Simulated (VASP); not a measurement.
# Re in VASP: further runs

Aim: see how the results for Re move with the level of theory and the settings. Levels: LDA+U, PBE. Tasks: electric field gradients, band structure.

Everything below comes from runs of VASP 6.6.1. Logs are shortened: lines on timing, memory, paths and dates and some standing lists are left out, and cuts for length are marked.

## Step 1: The cell of the first run

The typed cell holds 1 atom: a = 2.811 Å, b = 2.755 Å, c = 2.761 Å, α = 60.85°, β = 61.40°, γ = 60.32°.

## Step 2: Electric field gradients, LDA+U (the cell strained at random)

Input file INCAR:

```
ALGO = Normal
EDIFF = 1E-8
ENCUT = 520
ISIF = 2
ISMEAR = -5
LASPH = T
LCHARG = F
LDAU = T
LDAUJ = 0
LDAUL = 2
LDAUPRINT = 1
LDAUTYPE = 2
LDAUU = 6.2
LEFG = T
LMAXMIX = 4
LREAL = F
LWAVE = F
NBANDS = 10
NELM = 150
PREC = Accurate
SIGMA = 0.05
```

Input file KPOINTS:

```
k-points
0
Gamma
  9 9 9
```

Input file POSCAR:

```
Re
1.0
   -0.0444730000      1.9724010000      2.0020960000
    1.9314510000     -0.0063970000      1.9640190000
    1.9509660000      1.9538390000     -0.0259120000
Re
1
Direct
    0.0000000000      0.0000000000      0.0000000000
```

Potentials or basis: VASP PAW LDA potentials, release 64 (Re).

Launch:

```sh
> cat potpaw_LDA.64/Re/POTCAR > POTCAR
> mpirun -np 1 vasp_std > vasp.out
```

OUTCAR:

```text
EDIFF = 1E-8
   ENCUT = 520
   ISIF = 2
   ISMEAR = -5
   LASPH = T
   LREAL = F
   NELM = 150
   PREC = Accurate

 ion  position               nearest neighbor table
   1  0.000  0.000  0.000-

  LATTYP: Found a triclinic cell.
 ALAT       =     2.8108240688
 B/A-ratio  =     0.9949646927
 C/A-ratio  =     0.9823583258
 COS(alpha) =     0.0013345186
 COS(beta)  =     0.4786680754
 COS(gamma) =     0.5173792706

  Lattice vectors:

 A1 = (   0.0444730000,  -1.9724010000,  -2.0020960000)
 A2 = (   1.9759240000,  -1.9787980000,  -0.0380770000)
 A3 = (  -1.9509660000,  -1.9538390000,   0.0259120000)

Analysis of symmetry for initial positions (statically):
=====================================================================
 Subroutine PRICEL returns:
 Original cell was already a primitive cell.

 Routine SETGRP: Setting up the symmetry group for a
 triclinic supercell.

 Subroutine GETGRP returns: Found  2 space group operations
 (whereof  2 operations were pure point group operations)
 out of a pool of  2 trial point group operations.

The static configuration has the point symmetry S_2 .

Analysis of symmetry for dynamics (positions and initial velocities):
=====================================================================
 Subroutine PRICEL returns:
 Original cell was already a primitive cell.

 Routine SETGRP: Setting up the symmetry group for a
 triclinic supercell.

 Subroutine GETGRP returns: Found  2 space group operations
 (whereof  2 operations were pure point group operations)
 out of a pool of  2 trial point group operations.

The dynamic configuration has the point symmetry S_2 .

 Subroutine INISYM returns: Found  2 space group operations
 (whereof  2 operations are pure point group operations),
 and found     1 'primitive' translations

----------------------------------------------------------------------------------------

                                     Primitive cell

  volume of cell :      15.4075

  direct lattice vectors                    reciprocal lattice vectors
    -0.044473000  1.972401000  2.002096000    -0.249048779  0.251941590  0.245739570
     1.931451000 -0.006397000  1.964019000     0.257205274 -0.253440006  0.255394352
     1.950966000  1.953839000 -0.025912000     0.252256917  0.256648015 -0.247237984

  length of vectors
     2.810824069  2.754616946  2.761236426     0.431147069  0.442281205  0.436610097

  position of ions in fractional coordinates (direct lattice)
     0.000000000  0.000000000  0.000000000

  ion indices of the primitive-cell ions
   primitive index   ion index
                 1           1

----------------------------------------------------------------------------------------

 KPOINTS: k-points

Automatic generation of k-mesh.
 Grid dimensions read from file:
 generate k-points for:    9    9    9

 Generating k-lattice:

  Cartesian coordinates                     Fractional coordinates (reciprocal lattice)
    -0.027672087  0.027993510  0.027304397     0.111111111 -0.000000000  0.000000000
     0.028578364 -0.028160001  0.028377150     0.000000000  0.111111111  0.000000000
     0.028028546  0.028516446 -0.027470887    -0.000000000  0.000000000  0.111111111

  Length of vectors
     0.047905230  0.049142356  0.048512233

  Shift w.r.t. Gamma in fractional coordinates (k-lattice)
     0.000000000  0.000000000  0.000000000

[... 81 lines left out ...]
   GGA     = CA    functional components
   LHFCALC =     F    Hartree Fock is set to
   AEXX    =    0.0000 exact exchange contribution
   IVDW    =     0    specifies the selected vdW correction
   LEPSILON=     F    determine dielectric tensor
   LRPA    =     F    only Hartree local field effects (RPA)
 non-spin polarized calculation
 Fermi weights with tetrahedron method with Bloechl corrections
  energy-cutoff  :      520.00
  volume of cell :       15.41
 maximum number of plane-waves:       426
 NGX is ok and might be reduce to    24
   NGX = 11   NGY = 11   NGZ = 11

atom =   1  type =  1  l = 2

 onsite density matrix

spin component  1

  0.4495  0.0143  0.0145 -0.0074 -0.0008
  0.0143  0.4192  0.0034  0.0049 -0.0050
  0.0145  0.0034  0.6195 -0.0249 -0.0030
 -0.0074  0.0049 -0.0249  0.4393 -0.0395
 -0.0008 -0.0050 -0.0030 -0.0395  0.6201

spin component  2

  0.4495  0.0143  0.0145 -0.0074 -0.0008
  0.0143  0.4192  0.0034  0.0049 -0.0050
  0.0145  0.0034  0.6195 -0.0249 -0.0030
 -0.0074  0.0049 -0.0249  0.4393 -0.0395
 -0.0008 -0.0050 -0.0030 -0.0395  0.6201

 occupancies and eigenvectors

  o =  0.4112  v = -0.3762  0.8610 -0.0292 -0.3380 -0.0452  0.0000  0.0000  0.0000  0.0000  0.0000      0.0000  0.0000  0.0000  0.0000  0.0000  0.0000  0.0000  0.0000  0.0000  0.0000
  o =  0.4112  v =  0.0000  0.0000  0.0000  0.0000  0.0000 -0.3762  0.8610 -0.0292 -0.3380 -0.0452      0.0000  0.0000  0.0000  0.0000  0.0000  0.0000  0.0000  0.0000  0.0000  0.0000
  o =  0.4295  v = -0.0042  0.3665  0.1152  0.9017  0.1983  0.0000  0.0000  0.0000  0.0000  0.0000      0.0000  0.0000  0.0000  0.0000  0.0000  0.0000  0.0000  0.0000  0.0000  0.0000
  o =  0.4295  v =  0.0000  0.0000  0.0000  0.0000  0.0000 -0.0042  0.3665  0.1152  0.9017  0.1983      0.0000  0.0000  0.0000  0.0000  0.0000  0.0000  0.0000  0.0000  0.0000  0.0000
  o =  0.4543  v =  0.9222  0.3509 -0.1067 -0.1212 -0.0158  0.0000  0.0000  0.0000  0.0000  0.0000      0.0000  0.0000  0.0000  0.0000  0.0000  0.0000  0.0000  0.0000  0.0000  0.0000
  o =  0.4543  v =  0.0000  0.0000  0.0000  0.0000  0.0000  0.9222  0.3509 -0.1067 -0.1212 -0.0158      0.0000  0.0000  0.0000  0.0000  0.0000  0.0000  0.0000  0.0000  0.0000  0.0000
  o =  0.6234  v =  0.0000  0.0000  0.0000  0.0000  0.0000 -0.0822 -0.0298 -0.9142  0.0420  0.3934      0.0000  0.0000  0.0000  0.0000  0.0000  0.0000  0.0000  0.0000  0.0000  0.0000
  o =  0.6234  v = -0.0822 -0.0298 -0.9142  0.0420  0.3934  0.0000  0.0000  0.0000  0.0000  0.0000      0.0000  0.0000  0.0000  0.0000  0.0000  0.0000  0.0000  0.0000  0.0000  0.0000
  o =  0.6293  v =  0.0000  0.0000  0.0000  0.0000  0.0000  0.0343 -0.0184  0.3724 -0.2371  0.8964      0.0000  0.0000  0.0000  0.0000  0.0000  0.0000  0.0000  0.0000  0.0000  0.0000
  o =  0.6293  v =  0.0343 -0.0184  0.3724 -0.2371  0.8964  0.0000  0.0000  0.0000  0.0000  0.0000      0.0000  0.0000  0.0000  0.0000  0.0000  0.0000  0.0000  0.0000  0.0000  0.0000

 number of electron       7.0000000 magnetization

 Free energy of the ion-electron system (eV)
  ---------------------------------------------------
  ext. energy  EPLUGINS =         0.00000000
  ---------------------------------------------------
  free energy    TOTEN  =        -5.74108435 eV

  energy without entropy =       -5.74108435  energy(sigma->0) =       -5.74108435

 E-fermi :   7.1939     XC(G=0): -13.5946

 val. band max:        7.4098060968   @ k =   0.3333  -0.1111   0.4444
 cond. band min:       6.9542495321   @ k =   0.1111   0.2222   0.1111
 fundamental gap:     -0.4555565647
 Fermi energy:         7.1939019914

 k-point     1 :       0.0000    0.0000    0.0000
  band No.  band energies     occupation
      1      -2.2075      2.00000
      2       5.7681      2.00000
      3       6.0773      2.00000
      4       6.3328      2.00000
      5       7.7865     -0.01097
      6       8.0899      0.00000
      7      21.4020      0.00000
      8      26.2110      0.00000
      9      27.0136      0.00000
     10      27.4092      0.00000
[... 287 lines left out ...]
 k-point    24 :       0.0000    0.3333    0.0000
  band No.  band energies     occupation
      1       0.9147      2.00000
      2       5.2880      2.00000
      3       5.7232      2.00000
      4       5.8228      2.01021
      5       9.4987      0.00000
      6       9.9267      0.00000
      7      19.7628      0.00000
      8      23.4917      0.00000
      9      29.7272      0.00000
     10      30.6048      0.00000

 [... further k-points ...]

------------------------ aborting loop because EDIFF is reached ----------------------------------------

  FORCE on cell =-STRESS in cart. coord.  units (eV):
  Direction    XX          YY          ZZ          XY          YZ          ZX
  --------------------------------------------------------------------------------------
  -------------------------------------------------------------------------------------
  Total       -2.0418781     -2.0021155     -2.3075606      0.3532974     -0.1694957      0.9688928
  in kB     -212.3289000   -208.1941095   -239.9564418     36.7383532    -17.6253630    100.7523169
  external PRESSURE =    -220.1598171 kB  Pullay stress =       0.0000000 kB

 VOLUME and BASIS-vectors are now :
 -----------------------------------------------------------------------------
  energy-cutoff  :      520.00
  volume of cell :       15.41
      direct lattice vectors                 reciprocal lattice vectors
    -0.044473000  1.972401000  2.002096000    -0.249048779  0.251941590  0.245739570
     1.931451000 -0.006397000  1.964019000     0.257205274 -0.253440006  0.255394352
     1.950966000  1.953839000 -0.025912000     0.252256917  0.256648015 -0.247237984

 POSITION                                       TOTAL-FORCE (eV/Angst)
 -----------------------------------------------------------------------------------
      0.00000      0.00000      0.00000         0.000000      0.000000      0.000000
 -----------------------------------------------------------------------------------
    total drift:                                0.000000     -0.000000      0.000000

  FREE ENERGIE OF THE ION-ELECTRON SYSTEM (eV)
  ---------------------------------------------------
  free  energy   TOTEN  =        -5.7410843537 eV

  energy  without entropy=       -5.7410843537  energy(sigma->0) =       -5.74108435

 Electric field gradients (V/A^2)
---------------------------------------------------------------------
 ion       V_xx      V_yy      V_zz      V_xy      V_xz      V_yz
---------------------------------------------------------------------
   1      -3.986     2.576     1.411   -22.510   -55.805    13.799
---------------------------------------------------------------------

 Electric field gradients after diagonalization (V/A^2)
 (convention: |V_zz| > |V_xx| > |V_yy|)
----------------------------------------------------------------------
 ion       V_xx      V_yy      V_zz     asymmetry (V_yy - V_xx)/ V_zz
----------------------------------------------------------------------
   1     -57.996    -7.069    65.066       0.783
----------------------------------------------------------------------

           NMR quadrupolar parameters

 Cq : quadrupolar parameter    Cq=e*Q*V_zz/h
 eta: asymmetry parameters     (V_yy - V_xx)/ V_zz
 Q  : nuclear electric quadrupole moment in mb (millibarn)
----------------------------------------------------------------------
 ion       Cq(MHz)       eta       Q (mb)
----------------------------------------------------------------------
   1       0.157       0.783       1.000
----------------------------------------------------------------------
```

It took 6.3 min on 1 thread of Intel Xeon Platinum 8259CL at 2.50GHz (Skylake/Cascade Lake), shared host; peak memory 0.21 GiB.

What came out:

```
Free energy                             : -5.7411 eV
Pressure                                : -22.0 GPa
Band gap on the k mesh                  : zero (an odd number of electrons rules out a gap without spin polarisation)
Largest electric field gradient by atom : Re +65.1 V/Å²
```

Levels at points of the mesh, in eV from the Fermi level:
| k point | band 2 | band 3 | band 4 | band 5 | band 6 | band 7 |
| --- | --- | --- | --- | --- | --- | --- |
| (0.00, 0.00, 0.00) | -1.43 | -1.12 | -0.86 | 0.59 | 0.90 | 14.21 |

Electric field gradients, principal values (V/Å²):
```
atom   least   middle  greatest (by size)
1 Re  -7.069  -57.996              65.066
```

Eigenvalues of the final occupation matrices:
| site | spin | trace | eigenvalues |
| --- | --- | --- | --- |
| site 1 d | 1 | 2.55 | 0.41 0.43 0.45 0.62 0.63 |
| site 1 d | 2 | 2.55 | 0.41 0.43 0.45 0.62 0.63 |

Caveat: the cell differs from its parent crystal (the cell strained at random); the cell stands under tension; without QUAD_EFG the Cq values of the log hold for a quadrupole moment of 1 mb, not for the nuclei; spin-orbit coupling is left out, which moves the levels of the heavy elements; U without spin polarisation on a metal has little footing; the U is typed as a test and isn't derived for this compound; tetrahedron occupations give inexact forces and stress in metals.

## Step 3: Band structure, PBE

Input file INCAR:

```
GGA = PE
ISMEAR = -1
SIGMA = 0.02
LWAVE = False
LCHARG = False
NBANDS = 28
PREC = Accurate
LASPH = True
LREAL = False
ALGO = Normal
EDIFF = 1E-6
NELM = 120
GGA_COMPAT = False
ENCUT = 500
LMAXMIX = 4
```

Input file KPOINTS:

```
Automatic mesh
0
Gamma
  27 27 27
  0 0 0
```

Input file KPOINTS_OPT:

```
path GXWKGLUWLK,UX
12
line-mode
reciprocal
 0.0000000000  0.0000000000  0.0000000000  G
 0.5000000000  0.0000000000  0.5000000000  X

 0.5000000000  0.0000000000  0.5000000000  X
 0.5000000000  0.2500000000  0.7500000000  W

 0.5000000000  0.2500000000  0.7500000000  W
 0.3750000000  0.3750000000  0.7500000000  K

 0.3750000000  0.3750000000  0.7500000000  K
 0.0000000000  0.0000000000  0.0000000000  G

 0.0000000000  0.0000000000  0.0000000000  G
 0.5000000000  0.5000000000  0.5000000000  L

 0.5000000000  0.5000000000  0.5000000000  L
 0.6250000000  0.2500000000  0.6250000000  U

 0.6250000000  0.2500000000  0.6250000000  U
 0.5000000000  0.2500000000  0.7500000000  W

 0.5000000000  0.2500000000  0.7500000000  W
 0.5000000000  0.5000000000  0.5000000000  L

 0.5000000000  0.5000000000  0.5000000000  L
 0.3750000000  0.3750000000  0.7500000000  K

 0.6250000000  0.2500000000  0.6250000000  U
 0.5000000000  0.0000000000  0.5000000000  X
```

Input file POSCAR:

```
Re
1.0
    0.0000000000      1.9750000000      1.9750000000
    1.9750000000      0.0000000000      1.9750000000
    1.9750000000      1.9750000000      0.0000000000
Re
1
Direct
    0.0000000000      0.0000000000      0.0000000000
```

Potentials or basis: VASP PAW PBE potentials, release 64 (Re).

Launch:

```sh
> cat potpaw_PBE.64/Re/POTCAR > POTCAR
> mpirun -np 1 vasp_std > vasp.out
```

It took 2.7 min on 1 thread of Intel Xeon Platinum 8259CL at 2.50GHz (Skylake/Cascade Lake), shared host; peak memory 0.36 GiB.

It converged, with:

```yaml
Free_energy: -12.3495 eV
Pressure: -9.8 GPa
Band_gap_along_the_path: zero within the smearing
```

Levels at the corners of the path, in eV from the Fermi level:
```
point  band 1  band 2  band 3  band 4  band 5  band 6
    Γ   -9.81   -1.80   -1.80   -1.80    1.17    1.17
    X   -6.44   -5.60    2.61    3.49    4.23    4.23
    X   -6.44   -5.60    2.61    3.49    4.23    4.23
    W   -4.70   -3.07   -3.07    0.19    4.24    9.61
    W   -4.70   -3.07   -3.07    0.19    4.24    9.61
    K   -5.35   -4.31   -1.09    1.36    3.21    7.35
    K   -5.35   -4.31   -1.09    1.36    3.21    7.35
    Γ   -9.81   -1.80   -1.80   -1.80    1.17    1.17
    Γ   -9.81   -1.80   -1.80   -1.80    1.17    1.17
    L   -6.55   -1.99   -1.99    0.14    3.54    3.54
    L   -6.55   -1.99   -1.99    0.14    3.54    3.54
    U   -5.35   -4.31   -1.09    1.36    3.21    7.35
    U   -5.35   -4.31   -1.09    1.36    3.21    7.35
    W   -4.70   -3.07   -3.07    0.19    4.24    9.61
    W   -4.70   -3.07   -3.07    0.19    4.24    9.61
    L   -6.55   -1.99   -1.99    0.14    3.54    3.54
    L   -6.55   -1.99   -1.99    0.14    3.54    3.54
    K   -5.35   -4.31   -1.09    1.36    3.21    7.35
    U   -5.35   -4.31   -1.09    1.36    3.21    7.35
    X   -6.44   -5.60    2.61    3.49    4.23    4.23
```

Caveat: the cell stands under tension; spin-orbit coupling is left out, which moves the levels of the heavy elements.
